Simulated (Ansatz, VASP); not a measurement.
W2Cl in VASP and in Ansatz

```
W Cl
1.0
     3.21345    0.00000    0.00000
    -1.60673    2.78293    0.00000
     0.00000    0.00000   12.30128
W Cl
4 2
Direct
  0.33333 0.66667 0.93292
  0.66667 0.33333 0.43292
  0.33333 0.66667 0.56708
  0.66667 0.33333 0.06708
  0.66667 0.33333 0.75000
  0.33333 0.66667 0.25000
```

Change from the starting cell: species swapped into the WSe2 type (P6_3/mmc, No. 194).

Alike in both runs: functional PBE; k mesh 12 × 12 × 4; occupations gaussian, width 0.1 eV; no spin polarisation.

Ansatz relaxed the structure, and its values are those at the end. VASP's run is a single point on that final structure, the one shown.

```csv
,VASP,Ansatz
version,VASP 6.6.1,Ansatz 0.2.0
potentials or method,"VASP PAW PBE potentials, release 64 (W_sv, Cl), cutoff 520 eV","scalar-relativistic, plane waves, PAW"
valence electrons in the cell,70,70
```

VASP gave:

```
gap on the k mesh at the Fermi level (eV) : none
pressure (GPa)                            : 0.4
rms of the force components (eV/Å)        : 0.036
```

Problem. Which values does Ansatz return?

Solution. gap on the k mesh at the Fermi level (eV): none; pressure (GPa): 0.0; rms of the force components (eV/Å): 0.001.

A gap of «none» marks a metal or a gap that the smearing closes.

Neither program's run includes spin-orbit coupling.
